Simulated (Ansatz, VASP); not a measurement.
## Mg: VASP beside Ansatz

File INCAR:

```
PREC = Accurate
ENCUT = 520
EDIFF = 1E-6
ISMEAR = -1
SIGMA = 0.03
LREAL = False
LASPH = True
NELM = 100
ALGO = Normal
ISIF = 2
LWAVE = False
LCHARG = False
GGA = PE
NBANDS = 7
```

Contents of KPOINTS:

```
regular mesh
0
Gamma
  16 16 16
```

POSCAR

```
Mg
1.0
   -0.0224425600      2.2330347200      2.2330347200
    2.2330347200     -0.0224425600      2.2330347200
    2.2330347200      2.2330347200     -0.0224425600
Mg
1
Direct
    0.0000000000      0.0000000000      0.0000000000
```

Input for Ansatz:

```yaml
crystal:
  lattice:
    - [-0.02244256, 2.23303472, 2.23303472]
    - [2.23303472, -0.02244256, 2.23303472]
    - [2.23303472, 2.23303472, -0.02244256]
  atoms:
    - { symbol: Mg, position: [0.0, 0.0, 0.0] }
kpoints:
  mp_grid: { grid: [16, 16, 16] }
  band_path:
    path:
      - [0.0, 0.0, 0.0]
      - [0.5, 0.5, 0.5]
      - [0.2525443832, 0.5, 0.7474556168]
      - [-0.2525443832, 0.2525443832, 0.5]
      - [0.0, 0.0, 0.5]
      - [0.0, 0.0, 0.0]
      - [-0.3762721916, 0.0, 0.3762721916]
      - [0.0, 0.3762721916, 0.6237278084]
      - [0.0, 0.5, 0.5]
    npoints: 5
scf:
  occupations: { method: fermi_dirac, width: 0.03 }
hamiltonian:
  xc: pbe
  pseudopotentials: { kind: all_electron, lapw: { basis_error: 0.001 } }
output:
  forces: true
  stress: true
  eigenvalues: true
```

Change from the starting cell: equal xy, yz and zx shear strains of -1 %.

Alike in both runs: task single point; functional PBE; k mesh 16 × 16 × 16; occupations fermi-dirac, width 0.03 eV; no spin polarisation.

|  | VASP | Ansatz |
| --- | --- | --- |
| version | VASP 6.6.1 | Ansatz 0.2.0 |
| potentials or method | VASP PAW PBE potentials, release 64 (Mg), cutoff 520 eV | all-electron LAPW, scalar-relativistic |

|  | VASP | Ansatz | Ansatz less VASP |
| --- | --- | --- | --- |
| pressure (GPa) | 0.7 | 0.8 | +0.10 |
| traceless stress, the component that is largest in VASP (GPa) | 0.12 | 0.12 | 0.000 |

Ansatz ran all-electron here, and VASP with PAW potentials.
